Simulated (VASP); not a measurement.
# Ir (Pmma) in VASP: single point with PBE

Aim: the single point of Ir with PBE.

Everything below comes from runs of VASP 6.6.1. Logs are shortened: lines on timing, memory, paths and dates and some standing lists are left out, and cuts for length are marked.

**1. The cell of the first run**

It takes space group Pmma (No. 51, orthorhombic). Conventional cell: a = 12.238 Å, b = 2.233 Å, c = 7.193 Å, α = 90.00°, β = 90.00°, γ = 90.00°. Ir (site symmetry mm2) has 2 Ir at 2.23 Å within 3.0 Å.

**2. Single point, PBE, collinear spin, ferromagnetic start**

The input, INCAR:

```
PREC     = Accurate       # precision mode
ENCUT    = 520            # plane-wave cutoff, eV
EDIFF    = 1E-6           # SCF threshold, eV
ISMEAR   = 0              # smearing method
SIGMA    = 0.1            # smearing width, eV
LREAL    = False          # projectors in reciprocal space
LASPH    = True           # aspherical terms in the spheres
NELM     = 150            # most SCF steps
ALGO     = Normal         # electronic algorithm
ISIF     = 2              # what is computed and relaxed
LWAVE    = False          # write WAVECAR
LCHARG   = True           # write CHGCAR
ISPIN    = 2              # spin polarisation
MAGMOM   = 0.75 0.75      # initial moments
LORBIT   = 11             # projections on sites
LMAXMIX  = 4              # l up to which the mixer works
GGA      = PE             # functional
LELF     = True           # ELF
LVHAR    = True         
NBANDS   = 20             # bands
```

The input, KPOINTS:

```
Automatic mesh
0
Gamma
  1 4 2
```

The input, POSCAR:

```
Ir
1.0
   12.2384552500      0.0000000000      0.0000000000
    0.0000000000      2.2334312600      0.0000000000
    0.0000000000      0.0000000000      7.1930008000
Ir
2
Direct
    0.2500000000      0.0000000000      0.1639884000
    0.7500000000      0.0000000000      0.8360116000
```

Potentials or basis: VASP PAW PBE potentials, release 64 (Ir).

Launch:

```bash
$ cat potpaw_PBE.64/Ir/POTCAR > POTCAR
$ mpirun -np 1 vasp_std > vasp.out
```

OUTCAR:

```text
PREC = Accurate
   ENCUT = 520
   EDIFF = 1E-6
   ISMEAR = 0
   LREAL = False
   LASPH = True
   NELM = 150
   ISIF = 2
   ISPIN = 2
   LORBIT = 11
   GGA = PE

 ion  position               nearest neighbor table
   1  0.250  0.000  0.164-
   2  0.750  0.000  0.836-

  LATTYP: Found a simple orthorhombic cell.
 ALAT       =     2.2334312600
 B/A-ratio  =     3.2206054105
 C/A-ratio  =     5.4796650648

  Lattice vectors:

 A1 = (   0.0000000000,   2.2334312600,   0.0000000000)
 A2 = (   0.0000000000,   0.0000000000,   7.1930008000)
 A3 = (  12.2384552500,   0.0000000000,   0.0000000000)

Analysis of symmetry for initial positions (statically):
=====================================================================
 Subroutine PRICEL returns:
 Original cell was already a primitive cell.

 Routine SETGRP: Setting up the symmetry group for a
 simple orthorhombic supercell.

 Subroutine GETGRP returns: Found  8 space group operations
 (whereof  4 operations were pure point group operations)
 out of a pool of  8 trial point group operations.

The static configuration has the point symmetry C_2h.
 The point group associated with its full space group is D_2h.

Analysis of symmetry for dynamics (positions and initial velocities):
=====================================================================
 Subroutine PRICEL returns:
 Original cell was already a primitive cell.

 Routine SETGRP: Setting up the symmetry group for a
 simple orthorhombic supercell.

 Subroutine GETGRP returns: Found  8 space group operations
 (whereof  4 operations were pure point group operations)
 out of a pool of  8 trial point group operations.

The dynamic configuration has the point symmetry C_2h.
 The point group associated with its full space group is D_2h.

Analysis of structural, dynamic, and magnetic symmetry:
=====================================================================
 Subroutine PRICEL returns:
 Original cell was already a primitive cell.

 Routine SETGRP: Setting up the symmetry group for a
 simple orthorhombic supercell.

 Subroutine GETGRP returns: Found  8 space group operations
 (whereof  4 operations were pure point group operations)
 out of a pool of  8 trial point group operations.

The overall configuration has the point symmetry C_2h.
 The point group associated with its full space group is D_2h.

[... 99 lines left out ...]
     AMIX_MAG =   1.60;   BMIX_MAG =  1.00
  volume/ion in A,a.u.               =      98.31       663.40
  Fermi-wavevector in a.u.,A,eV,Ry     =   0.737841  1.394317  7.407131  0.544409
  Thomas-Fermi vector in A             =   1.831619
   LORBIT       =     11    0 simple, 1 ext, 2 COOP (PROOUT), +10 PAW based schemes
   GGA     = PE    functional components
   LHFCALC =     F    Hartree Fock is set to
   AEXX    =    0.0000 exact exchange contribution
   IVDW    =     0    specifies the selected vdW correction
   LEPSILON=     F    determine dielectric tensor
   LRPA    =     F    only Hartree local field effects (RPA)
 spin polarized calculation
 Gauss-broadening in eV      SIGMA  =   0.10
  energy-cutoff  :      520.00
  volume of cell :      196.61
 maximum number of plane-waves:      5340
 NGX is ok and might be reduce to    90
   NGX = 45   NGY =  9   NGZ = 27

 number of electron      17.9999999 magnetization      -0.0001830

 number of electron      17.9999999 magnetization       0.0001159

 Free energy of the ion-electron system (eV)
  ---------------------------------------------------
  ext. energy  EPLUGINS =         0.00000000
  ---------------------------------------------------
  free energy    TOTEN  =       -10.71581751 eV

  energy without entropy =      -10.70640980  energy(sigma->0) =      -10.71111365

 E-fermi :  -4.1627     XC(G=0):  -4.2453

 val. band max:       -4.3002882242   @ k =   0.0000   0.2500   0.5000
 cond. band min:      -4.0064532626   @ k =   0.0000   0.5000   0.0000
 fundamental gap:      0.2938349616
 Fermi energy:        -4.1627130235

 spin component 1

 k-point     1 :       0.0000    0.0000    0.0000
  band No.  band energies     occupation
      1     -10.6392      1.00000
      2     -10.6387      1.00000
      3      -5.9013      1.00000
      4      -5.8433      1.00000
      5      -5.6367      1.00000
      6      -5.6336      1.00000
[... 114 lines left out ...]
      6      -4.0059      0.01328
[... 12 lines left out ...]
     19       8.3805      0.00000
     20       8.6643      0.00000
 Fermi energy:        -4.1627130235

 spin component 2

 k-point     1 :       0.0000    0.0000    0.0000
  band No.  band energies     occupation
      1     -10.6392      1.00000
      2     -10.6387      1.00000
      3      -5.9012      1.00000
      4      -5.8433      1.00000
      5      -5.6367      1.00000
      6      -5.6336      1.00000
[... 127 lines left out ...]
     19       8.3803      0.00000
     20       8.6642      0.00000

------------------------ aborting loop because EDIFF is reached ----------------------------------------

  FORCE on cell =-STRESS in cart. coord.  units (eV):
  Direction    XX          YY          ZZ          XY          YZ          ZX
  --------------------------------------------------------------------------------------
  -------------------------------------------------------------------------------------
  Total       -0.0338877      5.1023860     -0.0277347      0.0000000      0.0000000     -0.0000000
  in kB       -0.2761489     41.5790530     -0.2260085      0.0000000      0.0000000     -0.0000000
  external PRESSURE =      13.6922985 kB  Pullay stress =       0.0000000 kB

 VOLUME and BASIS-vectors are now :
 -----------------------------------------------------------------------------
  energy-cutoff  :      520.00
  volume of cell :      196.61
      direct lattice vectors                 reciprocal lattice vectors
    12.238455250  0.000000000  0.000000000     0.081709659  0.000000000  0.000000000
     0.000000000  2.233431260  0.000000000     0.000000000  0.447741562  0.000000000
     0.000000000  0.000000000  7.193000800     0.000000000  0.000000000  0.139024036

 POSITION                                       TOTAL-FORCE (eV/Angst)
 -----------------------------------------------------------------------------------
      3.05961      0.00000      1.17957        -0.000000      0.000000     -0.000622
      9.17884      0.00000      6.01343         0.000000      0.000000      0.000622
 -----------------------------------------------------------------------------------
    total drift:                                0.000000      0.000000     -0.000000

  FREE ENERGIE OF THE ION-ELECTRON SYSTEM (eV)
  ---------------------------------------------------
  free  energy   TOTEN  =       -10.7158175089 eV

  energy  without entropy=      -10.7064097968  energy(sigma->0) =      -10.71111365

 total charge

# of ion       s       p       d       tot
------------------------------------------
    1        0.885   0.427   6.838   8.150
    2        0.885   0.427   6.838   8.150
--------------------------------------------------
tot          1.771   0.855  13.675  16.301

 magnetization (x)

# of ion       s       p       d       tot
------------------------------------------
    1        0.000   0.000   0.000   0.000
    2        0.000   0.000   0.000   0.000
--------------------------------------------------
tot          0.000   0.000   0.000   0.000
```

It took 72 s on 1 thread of Intel Xeon 6975P-C, shared host; peak memory 0.36 GiB.

Results:

```yaml
Free_energy: -10.7158 eV
Pressure: 1.4 GPa
Band_gap_on_the_k_mesh: zero (filled and empty bands overlap)
Net_moment: 0.00 μB per cell
Valence_electrons_inside_the_program's_atomic_spheres: Ir 8.15
```

Stress tensor (GPa, compression positive):
```
-0.03  0.00  0.00
 0.00  4.16  0.00
 0.00  0.00 -0.02
```

Caveat: the k points lie up to 0.70 Å⁻¹ apart; spin-orbit coupling is left out, which moves the levels of the heavy elements.
